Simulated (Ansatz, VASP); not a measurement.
**NiF in VASP and in Ansatz**

The input INCAR:

```
SYSTEM = NiF
PREC = Accurate ; ENCUT = 520
EDIFF = 1E-6 ; ISMEAR = -1
SIGMA = 0.05 ; LREAL = .False.
LASPH = .True. ; NELM = 150
ALGO = Normal ; ISIF = 2
LWAVE = .False. ; LCHARG = .True.
ISPIN = 2 ; MAGMOM = 1 0
LORBIT = 11 ; LMAXMIX = 4
GGA = PE ; LELF = .True.
LVHAR = .True. ; NBANDS = 20
```

File KPOINTS:

```
Automatic mesh
0
Gamma
  10 10 10
  0 0 0
```

The input POSCAR:

```
NiF
1.0
    0.0000000000      2.3032857985      2.3032857985
    2.3032857985      0.0000000000      2.3032857985
    2.3032857985      2.3032857985      0.0000000000
Ni F
1 1
Direct
    0.0000000000      0.0000000000      0.0000000000
    0.7500000000      0.7500000000      0.7500000000
```

input.yaml

```yaml
crystal:
  lattice:
    - [0.0, 2.3032857985, 2.3032857985]
    - [2.3032857985, 0.0, 2.3032857985]
    - [2.3032857985, 2.3032857985, 0.0]
  atoms:
    - { symbol: Ni, position: [0.0, 0.0, 0.0], spin: 1.0 }
    - { symbol: F, position: [0.75, 0.75, 0.75] }
kpoints:
  mp_grid: { grid: [10, 10, 10] }
scf:
  occupations: { method: fermi_dirac, width: 0.05 }
hamiltonian:
  xc: pbe
  pseudopotentials: { kind: all_electron, lapw: { basis_error: 0.0005 } }
magnetization:
  spin_polarized: true
output:
  forces: true
  stress: true
  eigenvalues: true
```

Change from the starting cell: volume scaled by 0.96.

Alike in both runs: task single point; functional PBE; k mesh 10 × 10 × 10; occupations fermi-dirac, width 0.05 eV; collinear spin.

|  | VASP | Ansatz |
| --- | --- | --- |
| version | VASP 6.6.1 | Ansatz 0.2.0 |
| potentials or method | VASP PAW PBE potentials, release 64 (Ni, F), cutoff 520 eV | all-electron LAPW, scalar-relativistic |

|  | VASP | Ansatz | Ansatz less VASP |
| --- | --- | --- | --- |
| gap on the k mesh at the Fermi level (eV) | none | none | - |
| pressure (GPa) | 12.0 | 11.9 | -0.04 |
| net moment per atom (μB) | 0.57 | 0.58 | +0.003 |
| size of the moment on the site where the two differ most (μB) | 1.12 | 1.13 | +0.013 |

Site moments also hang on the region over which each program counts them. A gap of «none» marks a metal or a gap that the smearing closes. Ansatz ran all-electron here, and VASP with PAW potentials.
